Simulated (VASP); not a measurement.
Crystal: LiH.

```
Li H
1.0
     0.00000    2.00355    2.00355
     2.00355    0.00000    2.00355
     2.00355    2.00355    0.00000
Li H
1 1
Cartesian
  0.0000 0.0000 0.0000
  2.0036 2.0036 2.0036
```

Base run:

| Item | Value |
| --- | --- |
| Program | VASP 6.6.1 |
| Functional | PBE |
| Potentials or basis | VASP PAW PBE potentials, release 64 (Li_sv, H) |
| Cutoff | 520 eV |
| k mesh | 8 × 8 × 8 |
| Occupations | gaussian, width 0.01 eV |
| Spin | no spin polarisation |

Its results: band gap on the k mesh 2.98 eV, direct.

After a change of settings the same cell gave: band gap on the k mesh 3.58 eV, direct. Which change was it?
A. functional from PBE to r2SCAN; further incar settings from ALGO = Normal; EDIFF = 1e-06; NBANDS = 9 to ALGO = Normal; EDIFF = 1e-07; NBANDS = 9
B. k mesh from 8 × 8 × 8 to 12 × 12 × 12
C. functional from PBE to HSE06
D. functional from PBE to PBE0

A.
